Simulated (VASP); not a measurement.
Write the native input for VASP 6.6.1 that does the following.

* Task: electric field gradients
* Functional: LDA
* Potentials or basis: VASP PAW LDA potentials, release 64 (C)
* Cutoff: 520 eV
* k mesh: 20 × 20 × 20
* Occupations: fermi-dirac, width 0.08 eV
* Spin: no spin polarisation
* Dipole correction: no
* Further INCAR settings: ALGO = Normal; EDIFF = 1e-08; NBANDS = 11

The structure of C lies in POSCAR:

```
C
1.0
    0.0000000000      1.7952109402      1.7952109402
    1.7952109402      0.0000000000      1.7952109402
    1.7952109402      1.7952109402      0.0000000000
C
2
Direct
    0.5000000000      0.5000000000      0.5000000000
    0.7500000000      0.7500000000      0.7500000000
```

This cell differs from its parent crystal: volume scaled by 1.02.

The input as run:

INCAR

```
SYSTEM = C
ALGO = Normal
EDIFF = 1E-8
ENCUT = 520
GGA = CA
ISIF = 2
ISMEAR = -1
LASPH = .True.
LCHARG = .False.
LEFG = .True.
LREAL = .False.
LWAVE = .False.
NBANDS = 11
NELM = 100
PREC = Accurate
SIGMA = 0.08
```

KPOINTS

```
k-points
0
Gamma
  20 20 20
  0 0 0
```

Potentials or basis: VASP PAW LDA potentials, release 64 (C).

The run is started by

```console
$ cat potpaw_LDA.64/C/POTCAR > POTCAR
$ mpirun -np 1 vasp_std > vasp.out
```

It gave:

```yaml
Pressure: -19.7 GPa
Band_gap_on_the_k_mesh: 4.05 eV, indirect (least direct gap 5.49 eV)
```

Caveat: without QUAD_EFG the Cq values of the log hold for a quadrupole moment of 1 mb, not for the nuclei.

Wall time 19 s on 1 thread of AMD EPYC 9R14 (Zen 4) (shared host), peak memory 0.1 GiB.
